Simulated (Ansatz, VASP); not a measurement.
MgO: VASP beside Ansatz

```
Mg O
1.0
     4.25385    0.00000    0.00000
     0.00000   -4.25385    0.00000
     0.00000    0.00000   -4.25385
Mg O
4 4
Direct
  0.09974 0.09974 0.00000
  0.50000 0.50000 0.00000
  0.50000 0.00000 0.50000
  0.00000 0.50000 0.50000
  0.50000 0.00000 0.00000
  0.00000 0.50000 0.00000
  0.00000 0.00000 0.50000
  0.50000 0.50000 0.50000
```

Alike in both runs: task single point; functional PBE; k mesh 6 × 6 × 6; occupations gaussian, width 0.05 eV; no spin polarisation.

|  | VASP | Ansatz |
| --- | --- | --- |
| version | VASP 6.6.1 | Ansatz 0.2.0 |
| potentials or method | VASP PAW PBE potentials, release 64 (Mg, O), cutoff 520 eV | scalar-relativistic, plane waves, PAW |
| valence electrons in the cell | 32 | 64 |

```csv
,VASP,Ansatz,Ansatz less VASP
gap on the k mesh at the Fermi level (eV),4.37,4.39,+0.015
least direct gap on the mesh (eV),4.37,4.39,+0.015
pressure (GPa),9.5,9.9,+0.40
"traceless stress, the component that is largest in VASP (GPa)",-9.12,-8.89,+0.221
rms of the force components (eV/Å),1.802,1.768,-0.0343
```

Atom by atom the forces differ by 0.036 eV/Å (rms over components). VASP's potentials hold 32 valence electrons a cell and Ansatz's 64, so a difference there can come from the potentials and not from the codes.
